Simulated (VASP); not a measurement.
# Pd in VASP: single point with PBEsol+D4

Aim: the single point of Pd with PBEsol+D4.

Program: VASP 6.6.1. These are calculated values, not measurements. Logs are shortened: lines on timing, memory, paths and dates and some standing lists are left out, and cuts for length are marked.

### 1 The cell of the first run

The cell holds a slab with vacuum, 16 atoms: a = 5.423 Å, b = 5.423 Å, c = 26.720 Å, α = 90.00°, β = 90.00°, γ = 120.00°.

### 2 Single point, PBEsol+D4

File INCAR:

```
PREC     = Accurate       # precision mode
ENCUT    = 400            # plane-wave cutoff, eV
EDIFF    = 1E-6           # SCF threshold, eV
ISMEAR   = 1              # smearing method
SIGMA    = 0.1            # smearing width, eV
LREAL    = False          # projectors in reciprocal space
LASPH    = True           # aspherical terms in the spheres
NELM     = 120            # most SCF steps
ALGO     = Normal         # electronic algorithm
ISIF     = 2              # what is computed and relaxed
LWAVE    = False          # write WAVECAR
LCHARG   = False          # write CHGCAR
LDIPOL   = True         
IDIPOL   = 3            
DIPOL    = 0.5 0.5 0.389
GGA      = PS             # functional
IVDW     = 13             # dispersion correction
NBANDS   = 94             # bands
GGA_COMPAT= False        
NELMDL   = -8
```

File KPOINTS:

```
regular mesh
0
Gamma
  9 9 1
```

File POSCAR:

```
Pd
1.0
    0.0000000285      5.4225969187      0.0000000000
   -4.6961067004     -2.7112984347      0.0000000000
    0.0000000000      0.0000000000     26.7196930852
Pd
16
Direct
    0.0000000000      0.0000000000      0.2619790571
    1.0000000000      0.5000000000      0.2619790571
    0.5000000000      0.0000000000      0.2619790571
    0.5000000000      0.5000000000      0.2619790571
    0.3331842198      0.1667652896      0.3467456958
    0.3332347104      0.6664189303      0.3467456958
    0.8335810697      0.1668157802      0.3467456958
    0.8333333333      0.6666666667      0.3463901973
    0.6673455998      0.3333510969      0.4303400279
    0.6660054971      0.8326544002      0.4303400279
    0.1666666667      0.3333333333      0.4311502442
    0.1666489031      0.8339945029      0.4303400279
    0.0015960995      0.5013040392      0.5157117526
   -0.0013040392      0.0002920603      0.5157117526
    0.4997079397      0.4984039005      0.5157117526
    0.5000000000      1.0000000000      0.5148309592
```

Potentials or basis: VASP PAW PBE potentials, release 64 (Pd).

Launch:

```console
> cat potpaw_PBE.64/Pd/POTCAR > POTCAR
> mpirun -np 1 vasp_std > vasp.out
```

OUTCAR:

```text
PREC = Accurate
   ENCUT = 400
   EDIFF = 1E-6
   ISMEAR = 1
   LREAL = False
   LASPH = True
   NELM = 120
   ISIF = 2
   GGA = PS
   IVDW = 13
   NELMDL = -8

 ion  position               nearest neighbor table
   1  0.000  0.000  0.262-   3 2.71   3 2.71   4 2.71   4 2.71   2 2.71   2 2.71   8 2.75   5 2.75
                             7 2.75
   2  0.000  0.500  0.262-   4 2.71   4 2.71   3 2.71   3 2.71   1 2.71   1 2.71   8 2.75   7 2.75
                             6 2.75
   3  0.500  0.000  0.262-   1 2.71   1 2.71   2 2.71   2 2.71   4 2.71   4 2.71   7 2.75   6 2.75
                             5 2.75
   4  0.500  0.500  0.262-   2 2.71   2 2.71   1 2.71   1 2.71   3 2.71   3 2.71   8 2.75   6 2.75
                             5 2.75
   5  0.333  0.167  0.347-   7 2.71   6 2.71   8 2.71   8 2.71   7 2.71   6 2.71  12 2.73   9 2.73
                            11 2.74   1 2.75   4 2.75   3 2.75
   6  0.333  0.666  0.347-   7 2.71   5 2.71   8 2.71   8 2.71   7 2.71   5 2.71  10 2.73  12 2.73
                            11 2.74   4 2.75   2 2.75   3 2.75
   7  0.834  0.167  0.347-   5 2.71   6 2.71   8 2.71   8 2.71   5 2.71   6 2.71   9 2.73  10 2.73
                            11 2.74   2 2.75   1 2.75   3 2.75
   8  0.833  0.667  0.346-   6 2.71   5 2.71   7 2.71   6 2.71   5 2.71   7 2.71  10 2.74  12 2.74
                             9 2.74   4 2.75   1 2.75   2 2.75
   9  0.667  0.333  0.430-  11 2.71  12 2.71  10 2.71  12 2.71  10 2.71  11 2.72   7 2.73   5 2.73
                             8 2.74  16 2.75  15 2.76  13 2.77
  10  0.666  0.833  0.430-  11 2.71  12 2.71   9 2.71  12 2.71   9 2.71  11 2.72   6 2.73   7 2.73
                             8 2.74  16 2.75  14 2.76  15 2.77
  11  0.167  0.333  0.431-  12 2.71  10 2.71   9 2.71   9 2.72  10 2.72  12 2.72   5 2.74   7 2.74
                             6 2.74  15 2.75  14 2.75  13 2.75
  12  0.167  0.834  0.430-  11 2.71  10 2.71   9 2.71  10 2.71   9 2.71  11 2.72   5 2.73   6 2.73
                             8 2.74  16 2.75  13 2.76  14 2.77
  13  0.002  0.501  0.516-  16 2.70  15 2.71  14 2.71  15 2.71  14 2.71  16 2.72  11 2.75  12 2.76
                             9 2.77
  14  0.999  0.000  0.516-  16 2.70  15 2.71  13 2.71  15 2.71  13 2.71  16 2.72  11 2.75  10 2.76
                            12 2.77
  15  0.500  0.498  0.516-  16 2.70  13 2.71  14 2.71  13 2.71  14 2.71  16 2.72  11 2.75   9 2.76
                            10 2.77
  16  0.500  0.000  0.515-  14 2.70  13 2.70  15 2.70  14 2.72  13 2.72  15 2.72  12 2.75  10 2.75
                             9 2.75

  LATTYP: Found a hexagonal cell.
 ALAT       =     5.4225969187
 C/A-ratio  =     4.9274717420

  Lattice vectors:

 A1 = (   0.0000000285,   5.4225969187,   0.0000000000)
 A2 = (  -4.6961067004,  -2.7112984347,   0.0000000000)
 A3 = (   0.0000000000,   0.0000000000,  26.7196930852)

Analysis of symmetry for initial positions (statically):
=====================================================================
 Subroutine PRICEL returns:
 Original cell was already a primitive cell.

 Routine SETGRP: Setting up the symmetry group for a
 hexagonal supercell.

 Subroutine GETGRP returns: Found  3 space group operations
 (whereof  1 operations were pure point group operations)
 out of a pool of 24 trial point group operations.

The static configuration has the point symmetry C_1 .
 The point group associated with its full space group is C_3 .

Analysis of symmetry for dynamics (positions and initial velocities):
=====================================================================
 Subroutine PRICEL returns:
 Original cell was already a primitive cell.

 Routine SETGRP: Setting up the symmetry group for a
 hexagonal supercell.

 Subroutine GETGRP returns: Found  3 space group operations
 (whereof  1 operations were pure point group operations)
 out of a pool of 24 trial point group operations.

The dynamic configuration has the point symmetry C_1 .
 The point group associated with its full space group is C_3 .

 Subroutine INISYM returns: Found  3 space group operations
 (whereof  1 operations are pure point group operations),
 and found     1 'primitive' translations

----------------------------------------------------------------------------------------

                                     Primitive cell

  volume of cell :     680.4195

  direct lattice vectors                    reciprocal lattice vectors
     0.000000029  5.422596919  0.000000000    -0.106471175  0.184413486  0.000000000
    -4.696106700 -2.711298435  0.000000000    -0.212942351  0.000000001  0.000000000
     0.000000000  0.000000000 26.719693085     0.000000000  0.000000000  0.037425580

  length of vectors
     5.422596919  5.422596919 26.719693085     0.212942351  0.212942351  0.037425580

  position of ions in fractional coordinates (direct lattice)
     0.000000000  0.000000000  0.261979057
     0.000000000  0.500000000  0.261979057
     0.500000000  1.000000000  0.261979057
     0.500000000  0.500000000  0.261979057
     0.333184220  0.166765290  0.346745696
     0.333234710  0.666418930  0.346745696
[... 8 lines left out ...]
     0.499707940  0.498403901  0.515711753
     0.500000000  1.000000000  0.514830959

  ion indices of the primitive-cell ions
   primitive index   ion index
                 1           1
                 2           2
                 3           3
                 4           4
                 5           5
                 6           6
[... 8 lines left out ...]
                15          15
                16          16

----------------------------------------------------------------------------------------

 KPOINTS: regular mesh

Automatic generation of k-mesh.
 Grid dimensions read from file:
 generate k-points for:    9    9    1

 Generating k-lattice:

  Cartesian coordinates                     Fractional coordinates (reciprocal lattice)
    -0.011830131  0.020490387  0.000000000     0.111111111  0.000000000  0.000000000
    -0.023660261  0.000000000  0.000000000    -0.000000000  0.111111111  0.000000000
     0.000000000  0.000000000  0.037425580     0.000000000  0.000000000  1.000000000

  Length of vectors
     0.023660261  0.023660261  0.037425580

  Shift w.r.t. Gamma in fractional coordinates (k-lattice)
     0.000000000  0.000000000  0.000000000

 Subroutine IBZKPT returns following result:
 ===========================================

 Found     15 irreducible k-points:

 Following reciprocal coordinates:
            Coordinates               Weight
  0.000000  0.000000  0.000000      1.000000
  0.111111  0.000000  0.000000      6.000000
  0.222222  0.000000  0.000000      6.000000
  0.333333  0.000000  0.000000      6.000000
  0.444444  0.000000  0.000000      6.000000
  0.111111  0.111111  0.000000      6.000000
  0.222222  0.111111  0.000000      6.000000
 -0.222222  0.333333  0.000000      6.000000
  0.333333  0.111111  0.000000      6.000000
 -0.333333  0.444444  0.000000      6.000000
  0.444444  0.111111  0.000000      6.000000
  0.222222  0.222222  0.000000      6.000000
  0.333333  0.222222  0.000000      6.000000
 -0.333333 -0.444444  0.000000      6.000000
  0.333333  0.333333  0.000000      2.000000
   k-points           NKPTS =     15   k-points in BZ     NKDIM =     15   number of bands    NBANDS=     94
   number of dos      NEDOS =    301   number of ions     NIONS =     16
   total plane-waves  NPLWV = 233280
   dimension x,y,z NGX =    36 NGY =   36 NGZ =  180
   dimension x,y,z NGXF=    72 NGYF=   72 NGZF=  360
   ions per type =              16
   NGX,Y,Z   is equivalent  to a cutoff of  11.04, 11.04, 11.20 a.u.
   NGXF,Y,Z  is equivalent  to a cutoff of  22.07, 22.07, 22.40 a.u.
 SYSTEM =  unknown system
   PREC   = accura    normal or accurate (medium, high low for compatibility)
   ISTART =      0    job   : 0-new  1-cont  2-samecut
   ICHARG =      2    charge: 1-file 2-atom 10-const
   ISPIN  =      1    spin polarized calculation?
   LNONCOLLINEAR =      F non collinear calculations
   LSORBIT =      F    spin-orbit coupling
   LASPH  =      T    aspherical Exc in radial PAW
   ENCUT  =  400.0 eV  29.40 Ry    5.42 a.u.   8.84  8.84 43.57*2*pi/ulx,y,z
   NELM   =    120;   NELMIN=  2; NELMDL= -8     # of ELM steps
   EDIFF  = 0.1E-05   stopping-criterion for ELM
   LREAL  =      F    real-space projection
   EDIFFG = 0.1E-04   stopping-criterion for IOM
   NSW    =      0    number of steps for IOM
   IBRION =     -1    ionic relax: 0-MD 1-quasi-New 2-CG
   NFREE  =      0    steps in history (QN), initial steepest desc. (CG)
   ISIF   =      2    stress and relaxation
   ISYM   =      2    0-nonsym 1-usesym 2-fastsym
   POTIM  = 0.5000    time-step for ionic-motion
   TEBEG  =    0.0;   TEEND  =   0.0 temperature during run
   PSTRESS=    0.0 pullay stress
   NELECT =     160.0000    total number of electrons
   NUPDOWN=      -1.0000    fix difference up-down
   EMIN   =  10.00;   EMAX   =-10.00  energy-range for DOS
   EFERMI =   0.00;   METHOD = LEGACY
   ISMEAR =     1;   SIGMA  =   0.10  broadening in eV -4-tet -1-fermi 0-gaus
   EFERMI_NEDOS =   21; number of points for ismear=-14 and -15
   IALGO  =     38    algorithm
   IMIX   =      4    mixing-type and parameters
     AMIX     =   0.40;   BMIX     =  1.00
     AMIX_MAG =   1.60;   BMIX_MAG =  1.00
  volume/ion in A,a.u.               =      42.53       286.98
  Fermi-wavevector in a.u.,A,eV,Ry     =   1.010468  1.909508 13.892169  1.021046
  Thomas-Fermi vector in A             =   2.143459
   LORBIT       =      0    0 simple, 1 ext, 2 COOP (PROOUT), +10 PAW based schemes
   GGA     = PS    functional components
   LHFCALC =     F    Hartree Fock is set to
   AEXX    =    0.0000 exact exchange contribution
   IVDW    =    13    specifies the selected vdW correction
   LEPSILON=     F    determine dielectric tensor
   LRPA    =     F    only Hartree local field effects (RPA)
 non-spin polarized calculation
 Methfessel and Paxton  Order N= 1 SIGMA  =   0.10
  energy-cutoff  :      400.00
  volume of cell :      680.42
 maximum number of plane-waves:     12399
   NGX = 17   NGY = 17   NGZ = 87

 dipolmoment           0.000000      0.000000     -0.000125 electrons x Angstroem

 number of electron     160.0000084 magnetization

 dipolmoment           0.000000      0.000000      0.000314 electrons x Angstroem

 Free energy of the ion-electron system (eV)
  ---------------------------------------------------
  ext. energy  EPLUGINS =         0.00000000
  ---------------------------------------------------
  free energy    TOTEN  =       -90.08306843 eV

  energy without entropy =      -90.06836303  energy(sigma->0) =      -90.07816663

 E-fermi :  -0.2050     XC(G=0):  -5.2251

 val. band max:       -0.2066731392   @ k =   0.4444   0.0000   0.0000
 cond. band min:      -0.2021841997   @ k =   0.4444   0.1111   0.0000
 fundamental gap:      0.0044889395
 Fermi energy:        -0.2049760116

 k-point     1 :       0.0000    0.0000    0.0000
  band No.  band energies     occupation
      1      -7.1443      2.00000
      2      -6.0563      2.00000
      3      -5.5700      2.00000
      4      -5.5692      2.00000
      5      -5.5692      2.00000
      6      -5.5227      2.00000
[... 1414 lines left out ...]
     91       3.4816      0.00000
     92       3.4843      0.00000
 [bands above 92 left out]

------------------------ aborting loop because EDIFF is reached ----------------------------------------

 vacuum level on the upper side and lower side of the slab       (xc-potential included)        -0.199        -0.202

  DFT-D4 for vdW energy calculation

  Edisp (eV):   -3.43995

  FORCE on cell =-STRESS in cart. coord.  units (eV):
  Direction    XX          YY          ZZ          XY          YZ          ZX
  --------------------------------------------------------------------------------------
  -------------------------------------------------------------------------------------
  Total      -9.56217    -9.56217    -2.71904    -0.00000     0.00000     0.00000
  in kB     -22.51595   -22.51595    -6.40251    -0.00000     0.00000     0.00000
  external pressure =      -17.14 kB  Pullay stress =        0.00 kB

 VOLUME and BASIS-vectors are now :
 -----------------------------------------------------------------------------
  energy-cutoff  :      400.00
  volume of cell :      680.42
      direct lattice vectors                 reciprocal lattice vectors
     0.000000029  5.422596919  0.000000000    -0.106471175  0.184413486  0.000000000
    -4.696106700 -2.711298435  0.000000000    -0.212942351  0.000000001  0.000000000
     0.000000000  0.000000000 26.719693085     0.000000000  0.000000000  0.037425580

 POSITION                                       TOTAL-FORCE (eV/Angst)
 -----------------------------------------------------------------------------------
      0.00000      0.00000      7.00000        -0.012311     -0.001008      0.059058
     -2.34805     -1.35565      7.00000         0.005282      0.011165      0.059058
      0.00000      2.71130      7.00000        -0.000000      0.000000      0.073679
     -2.34805      1.35565      7.00000         0.007028     -0.010157      0.059058
     -0.78315      1.35457      9.26494        -0.006886     -0.000862     -0.029725
     -3.12957      0.00014      9.26494         0.004190     -0.005532     -0.029725
[... 8 lines left out ...]
     -2.34056      1.35839     13.77966        -0.067549      0.015074     -0.122488
      0.00000      2.71130     13.75613        -0.000000      0.000000     -0.037900
 -----------------------------------------------------------------------------------
    total drift:                                0.000000      0.000000     -0.000573

  FREE ENERGIE OF THE ION-ELECTRON SYSTEM (eV)
  ---------------------------------------------------
  free  energy   TOTEN  =       -93.5230192445 eV

  energy  without entropy=      -93.5083138443  energy(sigma->0) =      -93.51811744

 vacuum level on the upper side and lower side of the slab         5.054         5.052
```

It took 71 min on 1 thread of Intel Xeon 8259CL, shared host; peak memory 0.81 GiB.

Results:

```yaml
Free_energy: -93.5230 eV
Largest_force: 0.141 eV/Å
Band_gap_on_the_k_mesh: zero (bands 80 and 81 overlap by 0.58 eV)
Dispersion_energy_per_atom: -0.215 eV
```

Forces on the atoms (eV/Å):
```
Pd  -0.012 -0.001  0.059
Pd   0.005  0.011  0.059
Pd   0.000  0.000  0.074
Pd   0.007 -0.010  0.059
Pd  -0.007 -0.001 -0.030
Pd   0.004 -0.006 -0.030
Pd   0.003  0.006 -0.030
Pd   0.000  0.000  0.035
Pd  -0.040 -0.023  0.090
Pd   0.000  0.046  0.090
Pd   0.000  0.000 -0.061
Pd   0.040 -0.023  0.090
Pd   0.021 -0.066 -0.122
Pd   0.047  0.051 -0.122
Pd  -0.068  0.015 -0.122
Pd   0.000  0.000 -0.038
```

Caveat: the PAW data sets were made with another functional, which shifts forces and pressure a little.
